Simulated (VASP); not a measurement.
Runs of VASP 6.6.1 on C. The structure is that of space group Fd-3m (No. 227), or close to it. The cells are those of the table. 

| task | cell | cutoff (eV) | gap on the mesh (eV) | pressure (GPa) | largest force (eV/Å) |
| --- | --- | --- | --- | --- | --- |
| single point | a = 2.535 Å, angles 59.3°, 2 atoms | 600 | 4.09 | -12.2 | 0.04 |
| electric field gradients | a = 2.510 Å, angles 60.7°, 2 atoms | 520 | 4.09 | -11.5 | 0.06 |
| electric field gradients | a = 2.547, b = 2.547, c = 2.573 Å, angles 59.7, 59.7, 60.7°, 2 atoms | 520 | 3.51 | -27.2 | - |
| electric field gradients | a = 2.535 Å, angles 59.3°, 2 atoms | 520 | (a) | -11.5 | 0.04 |

Alike in all rows: level LDA; potentials or basis VASP PAW LDA potentials, release 64 (C); no spin polarisation; k mesh 16 × 16 × 16; smearing fermi-dirac 0.03 eV.

Estimate the missing entries.

(a) 4.08.

Caveats: the cell stands under tension (at least some runs); the stress differs along the axes, from -33 to -16 GPa (at least some runs).

A k mesh can miss the band edges.
